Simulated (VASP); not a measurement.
MgPb2N2, 5 atoms in the cell. Symmetry: P-3m1, No. 164, trigonal system. Conventional cell: a = 3.286 Å, b = 3.286 Å, c = 9.841 Å, α = 90.00°, β = 90.00°, γ = 120.00°. Within 3.1 Å of Mg (site symmetry -3m) lie 6 N at 2.33 Å. Within 3.4 Å of Pb (site symmetry 3m) lie 3 N at 2.39 Å and 6 Pb at 3.29 Å and 3 Mg at 3.40 Å. N (site symmetry 3m) has 3 Mg at 2.33 Å and 3 Pb at 2.39 Å within 3.1 Å.  This cell differs from its parent crystal: ratio of the length along z to the lengths across it x 1.1, volume and fractional coordinates fixed.

- Program: VASP 6.6.1
- Task: single point
- Functional: PBEsol
- Potentials or basis: VASP PAW PBE potentials, release 64 (Mg, Pb_d, N)
- Cutoff: 520 eV
- k mesh: 12 × 12 × 4
- Occupations: gaussian, width 0.05 eV
- Spin: no spin polarisation
- Dipole correction: no
- Further INCAR settings: ALGO = Normal; EDIFF = 1e-06; NBANDS = 28

Potentials or basis: VASP PAW PBE potentials, release 64 (Mg, Pb_d, N).

Command:

```bash
$ cat potpaw_PBE.64/Mg/POTCAR potpaw_PBE.64/Pb_d/POTCAR potpaw_PBE.64/N/POTCAR > POTCAR
$ mpirun -np 1 vasp_std > vasp.out
```

Hardware: 1 thread of Intel(R) Xeon(R) 6975P-C (Granite Rapids), with other jobs on the host.

Task: How long does it take, and how much memory?

Result: Wall time 60 s on 1 thread of Intel(R) Xeon(R) 6975P-C (Granite Rapids), with other jobs on the host, peak memory 0.32 GiB. Counts: scf iterations 15, k points 69.
